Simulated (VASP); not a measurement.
# ZrC: electric field gradients with LDA

The system is ZrC.

```xyz
2
Lattice="0.0000 2.3207 2.3207 2.3207 0.0000 2.3207 2.3207 2.3207 0.0000" Properties=species:S:1:pos:R:3 pbc="T T T"
Zr    2.3207    2.3207    2.3207
C     0.0000    0.0000    0.0000
```

```json
{
  "Program": "VASP 6.6.1",
  "Task": "electric field gradients",
  "Functional": "LDA",
  "Potentials or basis": "VASP PAW LDA potentials, release 64 (Zr_sv, C)",
  "Cutoff": "520 eV",
  "k mesh": "15 × 15 × 15",
  "Occupations": "fermi-dirac, width 0.05 eV",
  "Spin": "no spin polarisation",
  "Dipole correction": "no",
  "Further INCAR settings": "ALGO = Normal; EDIFF = 1e-08; NBANDS = 15"
}
```

* Pressure: 0.7 GPa
* Band gap on the k mesh: zero (band 8 reaches 10.84 eV, above the bottom of band 9 at 9.53 eV)

Levels at points of the mesh, in eV from the Fermi level:
| k point | band 6 | band 7 | band 8 | band 9 | band 10 | band 11 |
| --- | --- | --- | --- | --- | --- | --- |
| (0.00, 0.00, 0.00) | 0.96 | 0.96 | 0.96 | 1.05 | 1.05 | 1.05 |

It took 13 s on 1 thread of Intel(R) Xeon(R) 6975P-C (Granite Rapids) (shared host), peak memory 0.15 GiB.

Caveat: without QUAD_EFG the Cq values of the log hold for a quadrupole moment of 1 mb, not for the nuclei.
